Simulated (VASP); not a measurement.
# SnO (P2_1) in VASP: further runs

SnO is run at these levels: PBEsol; tasks: single point.

Everything below comes from runs of VASP 6.6.1. Logs are shortened: lines on timing, memory, paths and dates and some standing lists are left out, and cuts for length are marked.

**1. The cell of the first run**

It takes space group P2_1 (No. 4, monoclinic). Conventional cell: a = 3.356 Å, b = 4.222 Å, c = 5.676 Å, α = 90.00°, β = 93.01°, γ = 90.00°. Within 2.8 Å of Sn (site symmetry 1) lie 3 O at 2.13 to 2.19 Å. Within 2.8 Å of O (site symmetry 1) lie 3 Sn at 2.13 to 2.19 Å.

**2. Single point, PBEsol (strain +0.0525 x Voigt [0, 0, 0, 0, 0, 1])**

Input file INCAR:

```
SYSTEM = SnO
ALGO = Normal ; EDIFF = 1E-6
ENCUT = 520 ; GGA = PS
ISIF = 2 ; ISMEAR = 0
LASPH = .TRUE. ; LCHARG = .FALSE.
LREAL = .FALSE. ; LWAVE = .FALSE.
NBANDS = 28 ; NELM = 60
PREC = Accurate ; SIGMA = 0.05
```

Input file KPOINTS:

```
k-points
0
G
  8 6 6
  0 0 0
```

Input file POSCAR:

```
SnO
1.0
    3.3550050000      0.0880688812      0.0000000000
    0.1489452300      5.6741040000      0.0000000000
    0.0000000000      0.0000000000      4.2219700000
Sn O
2 2
Direct
    0.0000000000      0.2319090000      0.5131440000
    0.5000000000      0.7680910000      0.0131440000
    0.0000000000      0.8912500000      0.7368570000
    0.5000000000      0.1087500000      0.2368570000
```

Potentials or basis: VASP PAW PBE potentials, release 64 (Sn_d, O).

Command:

```sh
cat potpaw_PBE.64/Sn_d/POTCAR potpaw_PBE.64/O/POTCAR > POTCAR
mpirun -np 1 vasp_std > vasp.out
```

OUTCAR:

```text
SYSTEM = SnO
   EDIFF = 1E-6
   ENCUT = 520
   GGA = PS
   ISIF = 2
   ISMEAR = 0
   LASPH = .TRUE.
   LREAL = .FALSE.
   NELM = 60
   PREC = Accurate

 ion  position               nearest neighbor table
   1  0.000  0.232  0.513-   4 2.13   3 2.15   4 2.19   2 3.71   2 3.71
   2  0.500  0.768  0.013-   3 2.13   4 2.15   3 2.19   1 3.71   1 3.71
   3  0.000  0.891  0.737-   2 2.13   1 2.15   2 2.19
   4  0.500  0.109  0.237-   1 2.13   2 2.15   1 2.19

  LATTYP: Found a simple monoclinic cell.
 ALAT       =     3.3561607050
 B/A-ratio  =     1.2579761135
 C/A-ratio  =     1.6912356315
 COS(beta)  =    -0.0524638491

  Lattice vectors:

 A1 = (   3.3550050000,   0.0880688812,   0.0000000000)
 A2 = (   0.0000000000,   0.0000000000,   4.2219700000)
 A3 = (  -0.1489452300,  -5.6741040000,   0.0000000000)

Analysis of symmetry for initial positions (statically):
=====================================================================
 Subroutine PRICEL returns:
 Original cell was already a primitive cell.

 Routine SETGRP: Setting up the symmetry group for a
 simple monoclinic supercell.

 Subroutine GETGRP returns: Found  2 space group operations
 (whereof  1 operations were pure point group operations)
 out of a pool of  4 trial point group operations.

The static configuration has the point symmetry C_1 .
 The point group associated with its full space group is C_2 .

Analysis of symmetry for dynamics (positions and initial velocities):
=====================================================================
 Subroutine PRICEL returns:
 Original cell was already a primitive cell.

 Routine SETGRP: Setting up the symmetry group for a
 simple monoclinic supercell.

 Subroutine GETGRP returns: Found  2 space group operations
 (whereof  1 operations were pure point group operations)
 out of a pool of  4 trial point group operations.

The dynamic configuration has the point symmetry C_1 .
 The point group associated with its full space group is C_2 .

 Subroutine INISYM returns: Found  2 space group operations
 (whereof  1 operations are pure point group operations),
 and found     1 'primitive' translations

----------------------------------------------------------------------------------------

                                     Primitive cell

  volume of cell :      80.3168

  direct lattice vectors                    reciprocal lattice vectors
     3.355005000  0.088068881  0.000000000     0.298267674 -0.007829526  0.000000000
     0.148945230  5.674104000  0.000000000    -0.004629471  0.176360803  0.000000000
     0.000000000  0.000000000  4.221970000     0.000000000  0.000000000  0.236856254

  length of vectors
     3.356160705  5.676058569  4.221970000     0.298370419  0.176421554  0.236856254

  position of ions in fractional coordinates (direct lattice)
     0.000000000  0.231909000  0.513144000
     0.500000000  0.768091000  0.013144000
     0.000000000  0.891250000  0.736857000
     0.500000000  0.108750000  0.236857000

  ion indices of the primitive-cell ions
   primitive index   ion index
                 1           1
                 2           2
                 3           3
                 4           4

----------------------------------------------------------------------------------------

 KPOINTS: k-points

Automatic generation of k-mesh.
 Grid dimensions read from file:
 generate k-points for:    8    6    6

 Generating k-lattice:

  Cartesian coordinates                     Fractional coordinates (reciprocal lattice)
     0.037283459 -0.000978691  0.000000000     0.125000000  0.000000000  0.000000000
    -0.000771579  0.029393467  0.000000000     0.000000000  0.166666667  0.000000000
     0.000000000  0.000000000  0.039476042     0.000000000  0.000000000  0.166666667

  Length of vectors
     0.037296302  0.029403592  0.039476042

  Shift w.r.t. Gamma in fractional coordinates (k-lattice)
     0.000000000  0.000000000  0.000000000

 Subroutine IBZKPT returns following result:
 ===========================================

 Found    104 irreducible k-points:

 Following reciprocal coordinates:
            Coordinates               Weight
  0.000000  0.000000  0.000000      1.000000
  0.125000  0.000000  0.000000      2.000000
  0.250000  0.000000  0.000000      2.000000
  0.375000  0.000000  0.000000      2.000000
  0.500000  0.000000  0.000000      1.000000
 -0.000000  0.166667  0.000000      2.000000
[... 16 lines left out ...]
  0.125000  0.500000  0.000000      2.000000
  0.250000  0.500000  0.000000      2.000000
 [... further k-points ...]
   k-points           NKPTS =    104   k-points in BZ     NKDIM =    104   number of bands    NBANDS=     28
   number of dos      NEDOS =    301   number of ions     NIONS =      4
   total plane-waves  NPLWV =  37632
   dimension x,y,z NGX =    28 NGY =   42 NGZ =   32
   dimension x,y,z NGXF=    56 NGYF=   84 NGZF=   64
   ions per type =               2   2
   NGX,Y,Z   is equivalent  to a cutoff of  13.87, 12.30, 12.60 a.u.
   NGXF,Y,Z  is equivalent  to a cutoff of  27.74, 24.60, 25.20 a.u.
 SYSTEM =  SnO
   PREC   = accura    normal or accurate (medium, high low for compatibility)
   ISTART =      0    job   : 0-new  1-cont  2-samecut
   ICHARG =      2    charge: 1-file 2-atom 10-const
   ISPIN  =      1    spin polarized calculation?
   LNONCOLLINEAR =      F non collinear calculations
   LSORBIT =      F    spin-orbit coupling
   LASPH  =      T    aspherical Exc in radial PAW
   ENCUT  =  520.0 eV  38.22 Ry    6.18 a.u.   6.24 10.55  7.85*2*pi/ulx,y,z
   NELM   =     60;   NELMIN=  2; NELMDL= -5     # of ELM steps
   EDIFF  = 0.1E-05   stopping-criterion for ELM
   LREAL  =      F    real-space projection
   EDIFFG = 0.1E-04   stopping-criterion for IOM
   NSW    =      0    number of steps for IOM
   IBRION =     -1    ionic relax: 0-MD 1-quasi-New 2-CG
   NFREE  =      0    steps in history (QN), initial steepest desc. (CG)
   ISIF   =      2    stress and relaxation
   ISYM   =      2    0-nonsym 1-usesym 2-fastsym
   POTIM  = 0.5000    time-step for ionic-motion
   TEBEG  =    0.0;   TEEND  =   0.0 temperature during run
   PSTRESS=    0.0 pullay stress
   NELECT =      40.0000    total number of electrons
   NUPDOWN=      -1.0000    fix difference up-down
   EMIN   =  10.00;   EMAX   =-10.00  energy-range for DOS
   EFERMI =   0.00;   METHOD = LEGACY
   ISMEAR =     0;   SIGMA  =   0.05  broadening in eV -4-tet -1-fermi 0-gaus
   EFERMI_NEDOS =   21; number of points for ismear=-14 and -15
   IALGO  =     38    algorithm
   IMIX   =      4    mixing-type and parameters
     AMIX     =   0.40;   BMIX     =  1.00
     AMIX_MAG =   1.60;   BMIX_MAG =  1.00
  volume/ion in A,a.u.               =      20.08       135.50
  Fermi-wavevector in a.u.,A,eV,Ry     =   1.297656  2.452213 22.910984  1.683910
  Thomas-Fermi vector in A             =   2.429034
   LORBIT       =      0    0 simple, 1 ext, 2 COOP (PROOUT), +10 PAW based schemes
   GGA     = PS    functional components
   LHFCALC =     F    Hartree Fock is set to
   AEXX    =    0.0000 exact exchange contribution
   IVDW    =     0    specifies the selected vdW correction
   LEPSILON=     F    determine dielectric tensor
   LRPA    =     F    only Hartree local field effects (RPA)
 non-spin polarized calculation
 Gauss-broadening in eV      SIGMA  =   0.05
  energy-cutoff  :      520.00
  volume of cell :       80.32
 maximum number of plane-waves:      2180
 NGX is ok and might be reduce to    28
   NGX = 13   NGY = 21   NGZ = 15

 number of electron      39.9999995 magnetization

 Free energy of the ion-electron system (eV)
  ---------------------------------------------------
  ext. energy  EPLUGINS =         0.00000000
  ---------------------------------------------------
  free energy    TOTEN  =       -23.77854689 eV

  energy without entropy =      -23.77854689  energy(sigma->0) =      -23.77854689

 E-fermi :   5.0221     XC(G=0):  -9.7679

 val. band max:        4.7218225677   @ k =   0.0000   0.0000   0.0000
 cond. band min:       6.0464081697   @ k =   0.3750   0.5000   0.0000
 fundamental gap:      1.3245856020
 Fermi energy:         5.0221095767

 k-point     1 :       0.0000    0.0000    0.0000
  band No.  band energies     occupation
      1     -16.4124      2.00000
      2     -16.0840      2.00000
      3     -15.9998      2.00000
      4     -15.9746      2.00000
      5     -15.9545      2.00000
      6     -15.9096      2.00000
[... 20 lines left out ...]
     27      13.3922      0.00000
     28      13.9565      0.00000

 k-point     2 :       0.1250    0.0000    0.0000
  band No.  band energies     occupation
      1     -16.4058      2.00000
      2     -16.0750      2.00000
      3     -16.0125      2.00000
      4     -15.9899      2.00000
      5     -15.9578      2.00000
      6     -15.9125      2.00000
[... 20 lines left out ...]
     27      13.4158      0.00000
     28      14.0768      0.00000

 k-point     3 :       0.2500    0.0000    0.0000
  band No.  band energies     occupation
      1     -16.3986      2.00000
      2     -16.1699      2.00000
      3     -15.9850      2.00000
      4     -15.9713      2.00000
      5     -15.9592      2.00000
      6     -15.9197      2.00000
[... 20 lines left out ...]
     27      12.9919      0.00000
     28      14.2474      0.00000

 k-point     4 :       0.3750    0.0000    0.0000
  band No.  band energies     occupation
      1     -16.3964      2.00000
      2     -16.2901      2.00000
      3     -15.9696      2.00000
      4     -15.9504      2.00000
      5     -15.9350      2.00000
      6     -15.9266      2.00000
[... 20 lines left out ...]
     27      12.9593      0.00000
     28      14.4380      0.00000

 k-point     5 :       0.5000    0.0000    0.0000
  band No.  band energies     occupation
      1     -16.3811      2.00000
      2     -16.3551      2.00000
      3     -15.9656      2.00000
      4     -15.9527      2.00000
      5     -15.9273      2.00000
      6     -15.9211      2.00000
[... 20 lines left out ...]
     27      13.7693      0.00000
     28      14.1041      0.00000

 k-point     6 :      -0.0000    0.1667    0.0000
  band No.  band energies     occupation
      1     -16.4104      2.00000
      2     -16.0851      2.00000
      3     -15.9982      2.00000
      4     -15.9739      2.00000
      5     -15.9551      2.00000
      6     -15.9117      2.00000
[... 463 lines left out ...]
      5     -15.9564      2.00000
      6     -15.9182      2.00000
[... 20 lines left out ...]
     27      13.4616      0.00000
     28      14.6378      0.00000

 k-point    22 :      -0.0000    0.5000    0.0000
  band No.  band energies     occupation
      1     -16.4041      2.00000
      2     -16.0883      2.00000
      3     -15.9927      2.00000
      4     -15.9712      2.00000
      5     -15.9573      2.00000
      6     -15.9185      2.00000
[... 20 lines left out ...]
     27      14.0739      0.00000
     28      14.7879      0.00000

 k-point    23 :       0.1250    0.5000    0.0000
  band No.  band energies     occupation
      1     -16.3999      2.00000
      2     -16.0763      2.00000
      3     -16.0146      2.00000
      4     -15.9851      2.00000
      5     -15.9567      2.00000
      6     -15.9177      2.00000
[... 20 lines left out ...]
     27      13.4163      0.00000
     28      14.8932      0.00000

 k-point    24 :       0.2500    0.5000    0.0000
  band No.  band energies     occupation
      1     -16.3984      2.00000
      2     -16.1715      2.00000
      3     -15.9889      2.00000
      4     -15.9685      2.00000
      5     -15.9536      2.00000
      6     -15.9203      2.00000
[... 20 lines left out ...]
     27      13.5445      0.00000
     28      14.7784      0.00000

 [... further k-points ...]
[... 5 lines left out ...]
  --------------------------------------------------------------------------------------
  -------------------------------------------------------------------------------------
  Total       -1.7034049     -1.2721904     -1.2024134     -0.6978498      0.0000000      0.0000000
  in kB      -33.9799095    -25.3779443    -23.9860177    -13.9208682      0.0000000      0.0000000
  external PRESSURE =     -27.7812905 kB  Pullay stress =       0.0000000 kB

 VOLUME and BASIS-vectors are now :
 -----------------------------------------------------------------------------
  energy-cutoff  :      520.00
  volume of cell :       80.32
      direct lattice vectors                 reciprocal lattice vectors
     3.355005000  0.088068881  0.000000000     0.298267674 -0.007829526  0.000000000
     0.148945230  5.674104000  0.000000000    -0.004629471  0.176360803  0.000000000
     0.000000000  0.000000000  4.221970000     0.000000000  0.000000000  0.236856254

 POSITION                                       TOTAL-FORCE (eV/Angst)
 -----------------------------------------------------------------------------------
      0.03454      1.31588      2.16648        -0.252346     -0.315373     -0.081196
      1.79191      4.40226      0.05549         0.252346      0.315373     -0.081196
      0.13275      5.05705      3.11099        -0.007743      0.125559      0.081196
      1.69370      0.66109      1.00000         0.007743     -0.125559      0.081196
 -----------------------------------------------------------------------------------
    total drift:                                0.000000      0.000000      0.000388

  FREE ENERGIE OF THE ION-ELECTRON SYSTEM (eV)
  ---------------------------------------------------
  free  energy   TOTEN  =       -23.7785468915 eV

  energy  without entropy=      -23.7785468915  energy(sigma->0) =      -23.77854689
```

Run time: 72 s. Hardware: 1 thread of Intel Xeon 6975P-C (Granite Rapids), shared host; peak memory 0.32 GiB.

Results:

```
Free energy            : -23.7785 eV
Pressure               : -2.8 GPa
Largest force          : 0.412 eV/Å
Band gap on the k mesh : 1.32 eV, indirect (least direct gap 1.93 eV)
```

Forces in eV/Å, atoms in the order of the input:
```
Sn  -0.252 -0.315 -0.081
Sn   0.252  0.315 -0.081
O   -0.008  0.126  0.081
O    0.008 -0.126  0.081
```

Caveat: the cell differs from its parent crystal (strain +0.0525 x Voigt [0, 0, 0, 0, 0, 1]); the PAW data sets were made with another functional, which shifts forces and pressure a little; spin-orbit coupling is left out, which moves the levels of the heavy elements. A k mesh can miss the band edges.

**3. Single point, PBEsol (strain +0.0375 x Voigt [0, 0, 0, 0, 0, 1])**

Input file INCAR:

```
PREC     = Accurate       # precision mode
ENCUT    = 520            # plane-wave cutoff, eV
EDIFF    = 1E-7           # SCF threshold, eV
ISMEAR   = 0              # smearing method
SIGMA    = 0.05           # smearing width, eV
LREAL    = F              # projectors in reciprocal space
LASPH    = T              # aspherical terms in the spheres
NELM     = 100            # most SCF steps
ALGO     = Normal         # electronic algorithm
ISIF     = 2              # what is computed and relaxed
LWAVE    = F              # write WAVECAR
LCHARG   = T              # write CHGCAR
GGA      = PS             # functional
LELF     = T              # ELF
LVHAR    = T            
NBANDS   = 28             # bands
```

Input file KPOINTS:

```
Automatic mesh
0
Gamma
  8 6 6
```

POSCAR: that of step 2 with these lines changed.

```diff
@@ -2,4 +2,4 @@
 1.0
-    3.3550050000      0.0880688812      0.0000000000
-    0.1489452300      5.6741040000      0.0000000000
+    3.3550050000      0.0629063438      0.0000000000
+    0.1063894500      5.6741040000      0.0000000000
     0.0000000000      0.0000000000      4.2219700000
```

Potentials or basis: VASP PAW PBE potentials, release 64 (Sn_d, O).

Command:

```sh
cat potpaw_PBE.64/Sn_d/POTCAR potpaw_PBE.64/O/POTCAR > POTCAR
mpirun -np 1 vasp_std > vasp.out
```

Wall time 78 s (1 thread of Intel Xeon 6975P-C (Granite Rapids), shared host); peak memory 0.32 GiB.

The run converged. Its results:

```
Free energy            : -23.7870 eV
Pressure               : -2.8 GPa
Largest force          : 0.382 eV/Å
Band gap on the k mesh : 1.33 eV, indirect (least direct gap 1.95 eV)
```

Forces on the atoms (eV/Å):
```
Sn  -0.180 -0.325 -0.089
Sn   0.180  0.325 -0.089
O   -0.005  0.124  0.089
O    0.005 -0.124  0.089
```

Stress tensor (GPa, compression positive):
```
-3.44 -0.99  0.00
-0.99 -2.55  0.00
 0.00  0.00 -2.47
```

Levels at points of the mesh, in eV from the valence-band top:
| k point | band 16 | band 17 | band 18 | band 19 | band 20 | band 21 | band 22 | band 23 | band 24 | band 25 |
| --- | --- | --- | --- | --- | --- | --- | --- | --- | --- | --- |
| (0.00, 0.00, 0.00) | -3.83 | -3.50 | -2.64 | -2.05 | 0.00 | 2.60 | 3.10 | 5.81 | 5.85 | 7.97 |
| (0.50, 0.00, 0.00) | -4.44 | -2.61 | -2.56 | -1.38 | -1.13 | 2.50 | 2.55 | 5.40 | 5.55 | 6.49 |
| (0.00, 0.50, 0.00) | -4.08 | -3.78 | -2.67 | -1.60 | -1.38 | 3.27 | 3.86 | 4.79 | 4.96 | 6.88 |
| (0.50, 0.50, 0.00) | -4.32 | -2.67 | -2.64 | -1.04 | -0.78 | 1.76 | 1.90 | 6.08 | 6.38 | 7.08 |
| (0.00, 0.00, 0.50) | -3.44 | -3.20 | -3.20 | -1.67 | -1.67 | 2.61 | 2.61 | 5.15 | 5.15 | 7.91 |
| (0.50, 0.00, 0.50) | -4.08 | -3.16 | -3.16 | -1.08 | -1.08 | 2.06 | 2.06 | 4.55 | 4.55 | 6.81 |
| (0.00, 0.50, 0.50) | -3.20 | -2.93 | -2.93 | -1.51 | -1.51 | 1.86 | 1.86 | 5.92 | 5.92 | 7.80 |
| (0.50, 0.50, 0.50) | -4.22 | -3.43 | -3.43 | -0.44 | -0.44 | 2.38 | 2.38 | 4.09 | 4.09 | 6.05 |

Caveat: the cell differs from its parent crystal (strain +0.0375 x Voigt [0, 0, 0, 0, 0, 1]); the PAW data sets were made with another functional, which shifts forces and pressure a little; spin-orbit coupling is left out, which moves the levels of the heavy elements. A k mesh can miss the band edges.
